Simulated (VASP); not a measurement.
# InP (rocksalt type) (Fm-3m) in VASP: further runs

Runs on InP (rocksalt type). Level: PBE. Tasks: single point, relaxation of cell and atoms.

Everything below comes from runs of VASP 6.6.1. Logs are shortened: lines on timing, memory, paths and dates and some standing lists are left out, and cuts for length are marked.

## 1. The cell of the first run

Symmetry: Fm-3m, No. 225, cubic system. Conventional cell: a = 5.541 Å, b = 5.541 Å, c = 5.541 Å, α = 90.00°, β = 90.00°, γ = 90.00°. In (site symmetry m-3m) has 6 P at 2.77 Å within 3.7 Å. P (site symmetry m-3m) has 6 In at 2.77 Å within 3.7 Å.

## 2. Single point, PBE

INCAR

```
PREC = Accurate
ENCUT = 520
EDIFF = 1E-7
ISMEAR = -1
SIGMA = 0.1
LREAL = F
LASPH = T
NELM = 100
ALGO = Normal
ISIF = 2
LWAVE = F
LCHARG = T
GGA = PE
LELF = T
LVHAR = T
NBANDS = 16
```

KPOINTS

```
Automatic mesh
0
Gamma
  13 13 13
```

POSCAR

```
InP
1.0
    0.0000000000      2.7705241214      2.7705241214
    2.7705241214      0.0000000000      2.7705241214
    2.7705241214      2.7705241214      0.0000000000
In P
1 1
Direct
    0.0000000000      0.0000000000      0.0000000000
    0.5000000000      0.5000000000      0.5000000000
```

Potentials or basis: VASP PAW PBE potentials, release 64 (In_d, P).

Started as:

```sh
> cat potpaw_PBE.64/In_d/POTCAR potpaw_PBE.64/P/POTCAR > POTCAR
> mpirun -np 1 vasp_std > vasp.out
```

OUTCAR:

```text
PREC = Accurate
   ENCUT = 520
   EDIFF = 1E-7
   ISMEAR = -1
   LREAL = F
   LASPH = T
   NELM = 100
   ISIF = 2
   GGA = PE

 ion  position               nearest neighbor table
   1  0.000  0.000  0.000-   2 2.77   2 2.77   2 2.77   2 2.77   2 2.77   2 2.77
   2  0.500  0.500  0.500-   1 2.77   1 2.77   1 2.77   1 2.77   1 2.77   1 2.77

  LATTYP: Found a face centered cubic cell.
 ALAT       =     5.5410482428

  Lattice vectors:

 A1 = (   0.0000000000,   2.7705241214,   2.7705241214)
 A2 = (   2.7705241214,   0.0000000000,   2.7705241214)
 A3 = (   2.7705241214,   2.7705241214,   0.0000000000)

Analysis of symmetry for initial positions (statically):
=====================================================================
 Subroutine PRICEL returns:
 Original cell was already a primitive cell.

 Routine SETGRP: Setting up the symmetry group for a
 face centered cubic supercell.

 Subroutine GETGRP returns: Found 48 space group operations
 (whereof 48 operations were pure point group operations)
 out of a pool of 48 trial point group operations.

The static configuration has the point symmetry O_h .

Analysis of symmetry for dynamics (positions and initial velocities):
=====================================================================
 Subroutine PRICEL returns:
 Original cell was already a primitive cell.

 Routine SETGRP: Setting up the symmetry group for a
 face centered cubic supercell.

 Subroutine GETGRP returns: Found 48 space group operations
 (whereof 48 operations were pure point group operations)
 out of a pool of 48 trial point group operations.

The dynamic configuration has the point symmetry O_h .

 Subroutine INISYM returns: Found 48 space group operations
 (whereof 48 operations are pure point group operations),
 and found     1 'primitive' translations

----------------------------------------------------------------------------------------

                                     Primitive cell

  volume of cell :      42.5320

  direct lattice vectors                    reciprocal lattice vectors
     0.000000000  2.770524121  2.770524121    -0.180471268  0.180471268  0.180471268
     2.770524121  0.000000000  2.770524121     0.180471268 -0.180471268  0.180471268
     2.770524121  2.770524121  0.000000000     0.180471268  0.180471268 -0.180471268

  length of vectors
     3.918112787  3.918112787  3.918112787     0.312585405  0.312585405  0.312585405

  position of ions in fractional coordinates (direct lattice)
     0.000000000  0.000000000  0.000000000
     0.500000000  0.500000000  0.500000000

  ion indices of the primitive-cell ions
   primitive index   ion index
                 1           1
                 2           2

----------------------------------------------------------------------------------------

 KPOINTS: Automatic mesh

Automatic generation of k-mesh.
 Grid dimensions read from file:
 generate k-points for:   13   13   13

 Generating k-lattice:

  Cartesian coordinates                     Fractional coordinates (reciprocal lattice)
    -0.013882405  0.013882405  0.013882405     0.076923077  0.000000000  0.000000000
     0.013882405 -0.013882405  0.013882405     0.000000000  0.076923077  0.000000000
     0.013882405  0.013882405 -0.013882405     0.000000000  0.000000000  0.076923077

  Length of vectors
     0.024045031  0.024045031  0.024045031

  Shift w.r.t. Gamma in fractional coordinates (k-lattice)
     0.000000000  0.000000000  0.000000000

 Subroutine IBZKPT returns following result:
 ===========================================

 Found     84 irreducible k-points:

 Following reciprocal coordinates:
            Coordinates               Weight
  0.000000  0.000000  0.000000      1.000000
  0.076923  0.000000  0.000000      8.000000
  0.153846  0.000000  0.000000      8.000000
  0.230769  0.000000  0.000000      8.000000
  0.307692  0.000000  0.000000      8.000000
  0.384615  0.000000  0.000000      8.000000
[... 16 lines left out ...]
  0.384615  0.153846  0.000000     24.000000
  0.461538  0.153846  0.000000     24.000000
 [... further k-points ...]
   k-points           NKPTS =     84   k-points in BZ     NKDIM =     84   number of bands    NBANDS=     16
   number of dos      NEDOS =    301   number of ions     NIONS =      2
   total plane-waves  NPLWV =  27000
   dimension x,y,z NGX =    30 NGY =   30 NGZ =   30
   dimension x,y,z NGXF=    60 NGYF=   60 NGZF=   60
   ions per type =               1   1
   NGX,Y,Z   is equivalent  to a cutoff of  12.73, 12.73, 12.73 a.u.
   NGXF,Y,Z  is equivalent  to a cutoff of  25.46, 25.46, 25.46 a.u.
 SYSTEM =  unknown system
   PREC   = accura    normal or accurate (medium, high low for compatibility)
   ISTART =      0    job   : 0-new  1-cont  2-samecut
   ICHARG =      2    charge: 1-file 2-atom 10-const
   ISPIN  =      1    spin polarized calculation?
   LNONCOLLINEAR =      F non collinear calculations
   LSORBIT =      F    spin-orbit coupling
   LASPH  =      T    aspherical Exc in radial PAW
   ENCUT  =  520.0 eV  38.22 Ry    6.18 a.u.   7.29  7.29  7.29*2*pi/ulx,y,z
   NELM   =    100;   NELMIN=  2; NELMDL= -5     # of ELM steps
   EDIFF  = 0.1E-06   stopping-criterion for ELM
   LREAL  =      F    real-space projection
   EDIFFG = 0.1E-05   stopping-criterion for IOM
   NSW    =      0    number of steps for IOM
   IBRION =     -1    ionic relax: 0-MD 1-quasi-New 2-CG
   NFREE  =      0    steps in history (QN), initial steepest desc. (CG)
   ISIF   =      2    stress and relaxation
   ISYM   =      2    0-nonsym 1-usesym 2-fastsym
   POTIM  = 0.5000    time-step for ionic-motion
   TEBEG  =    0.0;   TEEND  =   0.0 temperature during run
   PSTRESS=    0.0 pullay stress
   NELECT =      18.0000    total number of electrons
   NUPDOWN=      -1.0000    fix difference up-down
   EMIN   =  10.00;   EMAX   =-10.00  energy-range for DOS
   EFERMI =   0.00;   METHOD = LEGACY
   ISMEAR =    -1;   SIGMA  =   0.10  broadening in eV -4-tet -1-fermi 0-gaus
   EFERMI_NEDOS =   21; number of points for ismear=-14 and -15
   IALGO  =     38    algorithm
   IMIX   =      4    mixing-type and parameters
     AMIX     =   0.40;   BMIX     =  1.00
     AMIX_MAG =   1.60;   BMIX_MAG =  1.00
  volume/ion in A,a.u.               =      21.27       143.51
  Fermi-wavevector in a.u.,A,eV,Ry     =   1.229118  2.322697 20.554758  1.510732
  Thomas-Fermi vector in A             =   2.364018
   LORBIT       =      0    0 simple, 1 ext, 2 COOP (PROOUT), +10 PAW based schemes
   GGA     = PE    functional components
   LHFCALC =     F    Hartree Fock is set to
   AEXX    =    0.0000 exact exchange contribution
   IVDW    =     0    specifies the selected vdW correction
   LEPSILON=     F    determine dielectric tensor
   LRPA    =     F    only Hartree local field effects (RPA)
 non-spin polarized calculation
  energy-cutoff  :      520.00
  volume of cell :       42.53
 maximum number of plane-waves:      1164
 NGX is ok and might be reduce to    30
   NGX = 15   NGY = 15   NGZ = 15

 number of electron      18.0000009 magnetization

 Free energy of the ion-electron system (eV)
  ---------------------------------------------------
  ext. energy  EPLUGINS =         0.00000000
  ---------------------------------------------------
  free energy    TOTEN  =        -7.93381464 eV

  energy without entropy =       -7.89985290  energy(sigma->0) =       -7.91683377

 E-fermi :   7.0247     XC(G=0): -10.3878

 val. band max:        7.0062344778   @ k =  -0.3846   0.3846   0.0000
 cond. band min:       7.0689835155   @ k =   0.3846   0.0000   0.0000
 fundamental gap:      0.0627490376
 Fermi energy:         7.0246887839

 k-point     1 :       0.0000    0.0000    0.0000
  band No.  band energies     occupation
      1      -7.1991      2.00000
      2      -7.1991      2.00000
      3      -7.1795      2.00000
      4      -7.1795      2.00000
      5      -7.1795      2.00000
      6      -4.9814      2.00000
[... 8 lines left out ...]
     15      15.4817      0.00000
     16      15.4817      0.00000

 k-point     2 :       0.0769    0.0000    0.0000
  band No.  band energies     occupation
      1      -7.2017      2.00000
      2      -7.2017      2.00000
      3      -7.1796      2.00000
      4      -7.1758      2.00000
      5      -7.1758      2.00000
      6      -4.9078      2.00000
[... 8 lines left out ...]
     15      14.8923      0.00000
     16      15.4793      0.00000

 k-point     3 :       0.1538    0.0000    0.0000
  band No.  band energies     occupation
      1      -7.2108      2.00000
      2      -7.2108      2.00000
      3      -7.1803      2.00000
      4      -7.1636      2.00000
      5      -7.1636      2.00000
      6      -4.6894      2.00000
[... 8 lines left out ...]
     15      14.9430      0.00000
     16      15.3199      0.00000

 k-point     4 :       0.2308    0.0000    0.0000
  band No.  band energies     occupation
      1      -7.2248      2.00000
      2      -7.2248      2.00000
      3      -7.1822      2.00000
      4      -7.1452      2.00000
      5      -7.1452      2.00000
      6      -4.3359      2.00000
[... 8 lines left out ...]
     15      15.5375      0.00000
     16      15.5375      0.00000
[... 324 lines left out ...]
 k-point    22 :       0.3077    0.1538    0.0000
  band No.  band energies     occupation
      1      -7.2899      2.00000
      2      -7.2016      2.00000
      3      -7.1929      2.00000
      4      -7.1362      2.00000
      5      -7.1208      2.00000
      6      -3.8998      2.00000
[... 8 lines left out ...]
     15      17.3974      0.00000
     16      17.5519      0.00000

 k-point    23 :       0.3846    0.1538    0.0000
  band No.  band energies     occupation
      1      -7.3057      2.00000
      2      -7.2157      2.00000
      3      -7.1881      2.00000
      4      -7.1282      2.00000
      5      -7.1038      2.00000
      6      -3.4096      2.00000
[... 8 lines left out ...]
     15      18.1541      0.00000
     16      18.2009      0.00000

 k-point    24 :       0.4615    0.1538    0.0000
  band No.  band energies     occupation
      1      -7.3120      2.00000
      2      -7.2295      2.00000
      3      -7.1821      2.00000
      4      -7.1219      2.00000
      5      -7.0945      2.00000
      6      -2.9224      2.00000
[... 8 lines left out ...]
     15      18.6637      0.00000
     16      19.1999      0.00000

 [... further k-points ...]

------------------------ aborting loop because EDIFF is reached ----------------------------------------

  FORCE on cell =-STRESS in cart. coord.  units (eV):
  Direction    XX          YY          ZZ          XY          YZ          ZX
  --------------------------------------------------------------------------------------
  -------------------------------------------------------------------------------------
  Total       -0.0068137     -0.0068137     -0.0068137      0.0000000      0.0000000     -0.0000000
  in kB       -0.2566722     -0.2566722     -0.2566722      0.0000000      0.0000000     -0.0000000
  external PRESSURE =      -0.2566722 kB  Pullay stress =       0.0000000 kB

 VOLUME and BASIS-vectors are now :
 -----------------------------------------------------------------------------
  energy-cutoff  :      520.00
  volume of cell :       42.53
      direct lattice vectors                 reciprocal lattice vectors
     0.000000000  2.770524121  2.770524121    -0.180471268  0.180471268  0.180471268
     2.770524121  0.000000000  2.770524121     0.180471268 -0.180471268  0.180471268
     2.770524121  2.770524121  0.000000000     0.180471268  0.180471268 -0.180471268

 POSITION                                       TOTAL-FORCE (eV/Angst)
 -----------------------------------------------------------------------------------
      0.00000      0.00000      0.00000         0.000000      0.000000      0.000000
      2.77052      2.77052      2.77052         0.000000      0.000000      0.000000
 -----------------------------------------------------------------------------------
    total drift:                               -0.000000      0.000000      0.000000

  FREE ENERGIE OF THE ION-ELECTRON SYSTEM (eV)
  ---------------------------------------------------
  free  energy   TOTEN  =        -7.9338146395 eV

  energy  without entropy=       -7.8998528956  energy(sigma->0) =       -7.91683377
```

It took 31 s on 1 thread of Intel Xeon 6975P-C (Granite Rapids), shared host; peak memory 0.2 GiB.

What came out:

| Property | Result |
| --- | --- |
| Free energy | -7.9338 eV |
| Pressure | 0.0 GPa |
| Band gap on the k mesh | zero (band 9 reaches 7.31 eV, above the bottom of band 10 at 4.72 eV) |

Caveat: spin-orbit coupling is left out, which moves the levels of the heavy elements.

## 3. Relaxation of cell and atoms, PBE

This run uses another cell than the first one, of 16.99 Å³/atom, 0.799 times its volume.

INCAR

```
SYSTEM = InP
PREC     = Accurate       ! precision mode
ENCUT    = 600            ! plane-wave cutoff, eV
EDIFF    = 1E-6           ! SCF threshold, eV
ISMEAR   = -1             ! smearing method
SIGMA    = 0.1            ! smearing width, eV
LREAL    = .False.        ! projectors in reciprocal space
LASPH    = .True.         ! aspherical terms in the spheres
NELM     = 60             ! most SCF steps
ALGO     = Normal         ! electronic algorithm
ISIF     = 3              ! what is computed and relaxed
LWAVE    = .False.        ! write WAVECAR
LCHARG   = .False.        ! write CHGCAR
GGA      = PE             ! functional
IBRION   = 2              ! ionic algorithm
NSW      = 60             ! ionic steps
EDIFFG   = -0.005         ! ionic threshold
```

KPOINTS

```
Automatic mesh
0
Gamma
  13 13 13
  0 0 0
```

POSCAR

```
InP
1.0
    0.0000000000      2.5708039839      2.5708039839
    2.5708039839      0.0000000000      2.5708039839
    2.5708039839      2.5708039839      0.0000000000
In P
1 1
Direct
    0.0000000000      0.0000000000      0.0000000000
    0.5000000000      0.5000000000      0.5000000000
```

Potentials or basis: VASP PAW PBE potentials, release 64 (In_d, P).

Started as:

```sh
> cat potpaw_PBE.64/In_d/POTCAR potpaw_PBE.64/P/POTCAR > POTCAR
> mpirun -np 1 vasp_std > vasp.out
```

Wall time 2.4 min (1 thread of Intel Xeon 6975P-C (Granite Rapids), shared host); peak memory 0.2 GiB.

It converged, with:

```
Free energy                            : -7.9314 eV
Relaxed volume                         : 21.26 Å³/atom
Relaxed cell                           : a = 3.918 Å, b = 3.918 Å, c = 3.918 Å, α = 60.00°, β = 60.00°, γ = 60.00°
Space group after relaxing (to 0.05 Å) : Fm-3m (No. 225)
Energy gained by relaxing              : 302.7 meV/atom
Ionic steps                            : 19
Pressure after relaxing                : 0.0 GPa
Band gap on the k mesh                 : zero (band 9 reaches 7.31 eV, above the bottom of band 10 at 4.72 eV)
```

The path:
| step | energy change (eV) | largest force (eV/Å) | pressure (GPa) | volume (Å³) |
| --- | --- | --- | --- | --- |
| 1 | 0.0000 | 0.0000 | 28.14 | 33.98 |
| 2 | -0.3437 | 0.0000 | -8.38 | 50.87 |
| 3 | -0.6054 | 0.0000 | -0.11 | 42.60 |
| 4 | -0.6054 | 0.0000 | 0.16 | 42.42 |
| 5 | -0.6054 | 0.0000 | 0.18 | 42.42 |
| 6 | -0.6054 | 0.0000 | 0.19 | 42.42 |
| 7 | -0.6054 | 0.0000 | 0.18 | 42.42 |
| 8 | -0.6054 | 0.0000 | 0.17 | 42.42 |
| 9 | -0.6054 | 0.0000 | 0.17 | 42.42 |
| 10 | -0.6054 | 0.0000 | 0.17 | 42.42 |
| 11 | -0.6054 | 0.0000 | 0.17 | 42.42 |
| 12 | -0.6054 | 0.0000 | 0.17 | 42.42 |
| 13 | -0.6054 | 0.0000 | 0.18 | 42.42 |
| 14 | -0.6054 | 0.0000 | 0.18 | 42.42 |
| 15 | -0.6054 | 0.0000 | 0.19 | 42.42 |
| 16 | -0.6054 | 0.0000 | 0.15 | 42.43 |
| 17 | -0.6054 | 0.0000 | 0.13 | 42.44 |
| 18 | -0.6054 | 0.0000 | 0.09 | 42.47 |
| 19 | -0.6054 | 0.0000 | 0.01 | 42.52 |

Final structure:
```
In P
1.0
     0.00000    2.77025    2.77025
     2.77025    0.00000    2.77025
     2.77025    2.77025    0.00000
In P
1 1
Direct
  0.00000 0.00000 0.00000
  0.50000 0.50000 0.50000
```

Levels at points of the mesh, in eV from the Fermi level:
```csv
k point,band 6,band 7,band 8,band 9,band 10,band 11,band 12,band 13
"(0.00, 0.00, 0.00)",-12.01,-0.29,-0.29,-0.29,0.50,7.09,7.09,7.09
```

Caveat: the volume moved by over 15 % at a fixed basis, so the end points are rough; spin-orbit coupling is left out, which moves the levels of the heavy elements.

(Part 1 of 2 ends here.)
